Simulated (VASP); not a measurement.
Set up this calculation in VASP 6.6.1, as the native input.

```yaml
Task: single point
Functional: LDA
Potentials_or_basis: VASP PAW LDA potentials, release 64 (Pd)
Cutoff: 520 eV
k_mesh: 8 × 8 × 8
Occupations: gaussian, width 0.1 eV
Spin: no spin polarisation
Dipole_correction: no
Further_INCAR_settings: ALGO = Fast; EDIFF = 1e-06; NBANDS = 11
```

The structure of Pd lies in POSCAR:

```
Pd
1.0
    0.0000000000      1.9586507900      1.9586507900
    1.9586507900      0.0000000000      1.9586507900
    1.9586507900      1.9586507900      0.0000000000
Pd
1
Direct
    0.0000000000      0.0000000000      0.0000000000
```

One way to write it, as run:

INCAR

```
ALGO = Fast ; EDIFF = 1E-6
ENCUT = 520 ; ISIF = 2
ISMEAR = 0 ; LASPH = T
LCHARG = F ; LREAL = F
LWAVE = F ; NBANDS = 11
NELM = 60 ; PREC = Accurate
SIGMA = 0.1
```

KPOINTS

```
k-points
0
Gamma
  8 8 8
```

Potentials or basis: VASP PAW LDA potentials, release 64 (Pd).

Command:

```console
$ cat potpaw_LDA.64/Pd/POTCAR > POTCAR
$ mpirun -np 1 vasp_std > vasp.out
```

Results of the run:

* Pressure: -10.5 GPa
* Band gap on the k mesh: zero (band 5 reaches 9.60 eV, above the bottom of band 6 at 8.05 eV)

Run time: 5.2 s on 1 thread of AMD EPYC 9R14 (Zen 4) (shared host), peak memory 0.09 GiB.
